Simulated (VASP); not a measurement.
Set up this calculation in VASP 6.6.1, as the native input.

| Property | Result |
| --- | --- |
| Task | single point |
| Functional | PBE |
| Potentials or basis | VASP PAW PBE potentials, release 64 (Zn, O) |
| Cutoff | 520 eV |
| k mesh | 10 × 10 × 10 |
| Occupations | fermi-dirac, width 0.03 eV |
| Spin | no spin polarisation |
| Dipole correction | no |
| Further INCAR settings | ALGO = Normal; EDIFF = 1e-06; NBANDS = 16 |

The structure of ZnO lies in POSCAR:

```
ZnO
1.0
    0.0000000000      2.1576867525      2.1576867525
    2.1576867525      0.0000000000      2.1576867525
    2.1576867525      2.1576867525      0.0000000000
Zn O
1 1
Direct
    0.0000000000      0.0000000000      0.0000000000
    0.5000000000      0.5000000000      0.5000000000
```

This cell differs from its parent crystal: volume scaled by 1.025.

The input as run:

INCAR

```
SYSTEM = ZnO
PREC = Accurate ; ENCUT = 520
EDIFF = 1E-6 ; ISMEAR = -1
SIGMA = 0.03 ; LREAL = .False.
LASPH = .True. ; NELM = 80
ALGO = Normal ; ISIF = 2
LWAVE = .False. ; LCHARG = .False.
GGA = PE ; NBANDS = 16
```

KPOINTS

```
Automatic mesh
0
Gamma
  10 10 10
  0 0 0
```

Potentials or basis: VASP PAW PBE potentials, release 64 (Zn, O).

Run with:

```console
$ cat potpaw_PBE.64/Zn/POTCAR potpaw_PBE.64/O/POTCAR > POTCAR
$ mpirun -np 1 vasp_std > vasp.out
```

Results of the run:

```json
{"Pressure": "2.7 GPa", "Band gap on the k mesh": "0.77 eV, indirect (least direct gap 2.04 eV)"}
```

It took 14 s on 1 thread of AMD EPYC 7R13 Processor (Zen 3), with other jobs on the host, peak memory 0.11 GiB.
